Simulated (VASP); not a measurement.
# TiC in VASP: further runs, part 2 of 2

VASP 6.6.1. Earlier steps stand in the parts before.

## Step 3: Single point, PBEsol

This run uses another cell than the first one, of 10.16 Å³/atom, 1.011 times its volume.

INCAR

```
SYSTEM = TiC
PREC = Accurate ; ENCUT = 520
EDIFF = 1E-6 ; ISMEAR = 0
SIGMA = 0.1 ; LREAL = .FALSE.
LASPH = .TRUE. ; NELM = 60
ALGO = Normal ; ISIF = 2
LWAVE = .FALSE. ; LCHARG = .TRUE.
GGA = PS ; LELF = .TRUE.
LVHAR = .TRUE. ; ISYM = 0
NBANDS = 15
```

KPOINTS

```
Automatic mesh
0
G
  12 12 14
  0 0 0
```

POSCAR

```
TiC
1.0
    3.0940796472     -0.0000000029      0.0001751174
   -1.5470398261      2.6795515801      0.0000000000
    1.5471769545      0.8932630311      2.4506648608
Ti C
1 1
Direct
    0.0000000000      0.5000000000      0.5000000000
    0.0000000000      0.0000000000      0.0000000000
```

Potentials or basis: VASP PAW PBE potentials, release 64 (Ti_sv, C).

On the command line:

```bash
$ cat potpaw_PBE.64/Ti_sv/POTCAR potpaw_PBE.64/C/POTCAR > POTCAR
$ mpirun -np 1 vasp_std > vasp.out
```

OUTCAR:

```text
SYSTEM = TiC
   PREC = Accurate
   ENCUT = 520
   EDIFF = 1E-6
   ISMEAR = 0
   LREAL = .FALSE.
   LASPH = .TRUE.
   NELM = 60
   ISIF = 2
   GGA = PS
   ISYM = 0

 ion  position               nearest neighbor table
   1  0.000  0.500  0.500-   2 2.17   2 2.17   2 2.17   2 2.17   2 2.17   2 2.17
   2  0.000  0.000  0.000-   1 2.17   1 2.17   1 2.17   1 2.17   1 2.17   1 2.17

IMPORTANT INFORMATION: All symmetrisations will be switched off!
NOSYMM: (Re-)initialisation of all symmetry stuff for point group C_1.

----------------------------------------------------------------------------------------

                                     Primitive cell

  volume of cell :      20.3169

  direct lattice vectors                    reciprocal lattice vectors
     3.094079647 -0.000000003  0.000175117     0.323213284  0.186607277 -0.272072097
    -1.547039826  2.679551580  0.000000000     0.000007700  0.373201217 -0.136036048
     1.547176955  0.893263031  2.450664861    -0.000023096 -0.000013334  0.408071973

  length of vectors
     3.094079652  3.094079652  3.032727095     0.461857477  0.397221544  0.408071974

  position of ions in fractional coordinates (direct lattice)
     0.000000000  0.500000000  0.500000000
     0.000000000  0.000000000  0.000000000

  ion indices of the primitive-cell ions
   primitive index   ion index
                 1           1
                 2           2

----------------------------------------------------------------------------------------

 KPOINTS: Automatic mesh

Automatic generation of k-mesh.
 Grid dimensions read from file:
 generate k-points for:   12   12   14

 Generating k-lattice:

  Cartesian coordinates                     Fractional coordinates (reciprocal lattice)
     0.026934440  0.015550606 -0.022672675     0.083333333  0.000000000  0.000000000
     0.000000642  0.031100101 -0.011336337    -0.000000000  0.083333333 -0.000000000
    -0.000001650 -0.000000952  0.029147998    -0.000000000  0.000000000  0.071428571

  Length of vectors
[... 79 lines left out ...]
   LORBIT       =      0    0 simple, 1 ext, 2 COOP (PROOUT), +10 PAW based schemes
   GGA     = PS    functional components
   LHFCALC =     F    Hartree Fock is set to
   AEXX    =    0.0000 exact exchange contribution
   IVDW    =     0    specifies the selected vdW correction
   LEPSILON=     F    determine dielectric tensor
   LRPA    =     F    only Hartree local field effects (RPA)
 non-spin polarized calculation
 Gauss-broadening in eV      SIGMA  =   0.10
  energy-cutoff  :      520.00
  volume of cell :       20.32
 maximum number of plane-waves:       557
   NGX = 11   NGY = 11   NGZ = 11

 number of electron      15.9999999 magnetization

 Free energy of the ion-electron system (eV)
  ---------------------------------------------------
  ext. energy  EPLUGINS =         0.00000000
  ---------------------------------------------------
  free energy    TOTEN  =       -19.77975053 eV

  energy without entropy =      -19.77815999  energy(sigma->0) =      -19.77895526

 E-fermi :   9.3232     XC(G=0): -12.8601

 val. band max:        9.3223834005   @ k =  -0.2500  -0.0000   0.0714
 cond. band min:       9.3250016627   @ k =  -0.0000   0.2500   0.2143
 fundamental gap:      0.0026182622
 Fermi energy:         9.3232199004

 k-point     1 :       0.0000    0.0000    0.0000
  band No.  band energies     occupation
      1     -47.0269      2.00000
      2     -23.1612      2.00000
      3     -23.1605      2.00000
      4     -23.1369      2.00000
      5      -3.0679      2.00000
      6       9.8625      0.00000
      7       9.8626      0.00000
      8      10.1597      0.00000
      9      10.9243      0.00000
     10      10.9248      0.00000
     11      11.0378      0.00000
     12      11.0382      0.00000
     13      11.1695      0.00000
     14      19.7808      0.00000
[... 401 lines left out ...]
      2     -23.4623      2.00000
      3     -23.2308      2.00000
      4     -23.2192      2.00000
      5      -1.2161      2.00000
      6       5.5963      2.00000
      7       7.2501      2.00000
      8       8.0831      2.00000
      9      10.1440      0.00000
     10      11.9099      0.00000
     11      12.9089      0.00000
     12      14.1744      0.00000
     13      16.0904      0.00000
     14      21.3634      0.00000
     15      23.7121      0.00000

 [... further k-points ...]
[... 5 lines left out ...]
  --------------------------------------------------------------------------------------
  -------------------------------------------------------------------------------------
  Total       -1.2570897     -1.2485455      0.0334149     -0.0074009     -0.0003949     -0.0006864
  in kB      -99.1334041    -98.4596133      2.6350843     -0.5836307     -0.0311416     -0.0541327
  external PRESSURE =     -64.9859777 kB  Pullay stress =       0.0000000 kB

 VOLUME and BASIS-vectors are now :
 -----------------------------------------------------------------------------
  energy-cutoff  :      520.00
  volume of cell :       20.32
      direct lattice vectors                 reciprocal lattice vectors
     3.094079647 -0.000000003  0.000175117     0.323213284  0.186607277 -0.272072097
    -1.547039826  2.679551580  0.000000000     0.000007700  0.373201217 -0.136036048
     1.547176955  0.893263031  2.450664861    -0.000023096 -0.000013334  0.408071973

 POSITION                                       TOTAL-FORCE (eV/Angst)
 -----------------------------------------------------------------------------------
      0.00007      1.78641      1.22533        -0.000000      0.000000      0.000000
      0.00000      0.00000      0.00000         0.000000     -0.000000     -0.000000
 -----------------------------------------------------------------------------------
    total drift:                               -0.000000      0.000000     -0.000000

  FREE ENERGIE OF THE ION-ELECTRON SYSTEM (eV)
  ---------------------------------------------------
  free  energy   TOTEN  =       -19.7797505335 eV

  energy  without entropy=      -19.7781599880  energy(sigma->0) =      -19.77895526
```

OSZICAR:

```text
N       E                     dE             d eps       ncg     rms          rms(c)
DAV:   1     0.121437303169E+03    0.12144E+03   -0.83646E+03 30412   0.132E+03
DAV:   2    -0.144788187752E+02   -0.13592E+03   -0.12723E+03 32341   0.337E+02
DAV:   3    -0.247784491734E+02   -0.10300E+02   -0.10157E+02 46965   0.855E+01
DAV:   4    -0.251907087357E+02   -0.41226E+00   -0.41175E+00 37668   0.136E+01
DAV:   5    -0.252038860378E+02   -0.13177E-01   -0.13176E-01 39961   0.203E+00    0.184E+01
DAV:   6    -0.203843327292E+02    0.48196E+01   -0.11203E+01 43511   0.559E+01    0.673E+00
DAV:   7    -0.198254670715E+02    0.55887E+00   -0.19487E+00 35857   0.199E+01    0.497E+00
DAV:   8    -0.197927463167E+02    0.32721E-01   -0.10925E-01 35175   0.371E+00    0.314E+00
DAV:   9    -0.197841628920E+02    0.85834E-02   -0.95166E-02 39292   0.397E+00    0.842E-01
DAV:  10    -0.197821256987E+02    0.20372E-02   -0.10815E-02 41539   0.144E+00    0.685E-01
DAV:  11    -0.197798286770E+02    0.22970E-02   -0.37333E-03 34861   0.868E-01    0.147E-01
DAV:  12    -0.197797630662E+02    0.65611E-04   -0.28133E-04 36961   0.166E-01    0.482E-02
DAV:  13    -0.197797504663E+02    0.12600E-04   -0.32274E-05 36884   0.465E-02    0.600E-03
DAV:  14    -0.197797505335E+02   -0.67239E-07   -0.78043E-07 30256   0.767E-03
   1 F= -.19779751E+02 E0= -.19778955E+02  d E =-.159055E-02
```

Run time: 3.2 min. Hardware: 1 thread of Intel Xeon Platinum 8259CL at 2.50GHz (Skylake/Cascade Lake), shared host; peak memory 0.4 GiB.

What came out:

| Item | Value |
| --- | --- |
| Free energy | -19.7798 eV |
| Pressure | -6.5 GPa |
| Band gap on the k mesh | zero (band 8 reaches 10.16 eV, above the bottom of band 9 at 9.03 eV) |

Levels at points of the mesh, in eV from the Fermi level:
| k point | band 6 | band 7 | band 8 | band 9 | band 10 | band 11 |
| --- | --- | --- | --- | --- | --- | --- |
| (0.00, 0.00, 0.00) | 0.54 | 0.54 | 0.84 | 1.60 | 1.60 | 1.71 |
| (0.50, 0.00, 0.00) | -3.46 | -1.69 | -0.18 | 0.10 | 2.71 | 3.49 |
| (0.00, 0.50, 0.00) | -5.90 | -2.99 | -2.71 | 2.77 | 2.94 | 4.07 |
| (0.50, 0.50, 0.00) | -5.90 | -2.99 | -2.71 | 2.77 | 2.94 | 4.07 |
| (0.00, 0.00, 0.50) | -5.88 | -3.09 | -3.09 | 2.98 | 2.98 | 4.21 |
| (0.50, 0.00, 0.50) | -5.90 | -2.99 | -2.71 | 2.77 | 2.94 | 4.07 |
| (0.00, 0.50, 0.50) | -3.47 | -1.69 | -0.18 | 0.10 | 2.71 | 3.49 |
| (0.50, 0.50, 0.50) | -3.47 | -1.69 | -0.18 | 0.10 | 2.71 | 3.49 |

Caveat: the PAW data sets were made with another functional, which shifts forces and pressure a little.
